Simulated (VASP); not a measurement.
# CdS: single point with PBEsol

The system is CdS.

```xyz
2
Lattice="0.0000 2.7160 2.7160 2.7160 0.0000 2.7160 2.7160 2.7160 0.0000" Properties=species:S:1:pos:R:3 pbc="T T T"
Cd    0.0000    0.0000    0.0000
S     2.7160    2.7160    2.7160
```

- Program: VASP 6.6.1
- Task: single point
- Functional: PBEsol
- Potentials or basis: VASP PAW PBE potentials, release 64 (Cd, S)
- Cutoff: 500 eV
- k mesh: 6 × 6 × 6
- Occupations: gaussian, width 0.01 eV
- Spin: no spin polarisation
- Dipole correction: no
- Further INCAR settings: ALGO = Normal; EDIFF = 1e-06; NBANDS = 16

```yaml
Pressure: -1.0 GPa
Band_gap_on_the_k_mesh: 0.12 eV, indirect (least direct gap 1.68 eV)
```

Levels at points of the mesh, in eV from the valence-band top:
| k point | band 5 | band 6 | band 7 | band 8 | band 9 | band 10 | band 11 | band 12 | band 13 | band 14 |
| --- | --- | --- | --- | --- | --- | --- | --- | --- | --- | --- |
| (0.00, 0.00, 0.00) | -7.66 | -7.66 | -0.80 | -0.80 | -0.80 | 0.88 | 9.15 | 9.15 | 9.15 | 11.07 |
| (0.50, 0.00, 0.00) | -7.43 | -7.43 | -5.02 | 0.00 | 0.00 | 3.33 | 5.77 | 5.77 | 6.93 | 12.17 |
| (0.50, 0.50, 0.00) | -7.36 | -6.63 | -4.47 | -2.26 | -2.26 | 0.12 | 5.86 | 9.87 | 11.30 | 11.30 |

It took 20 s on 1 thread of Intel Xeon 8259CL (shared host), peak memory 0.16 GiB.

Caveat: the PAW data sets were made with another functional, which shifts forces and pressure a little. A k mesh can miss the band edges.
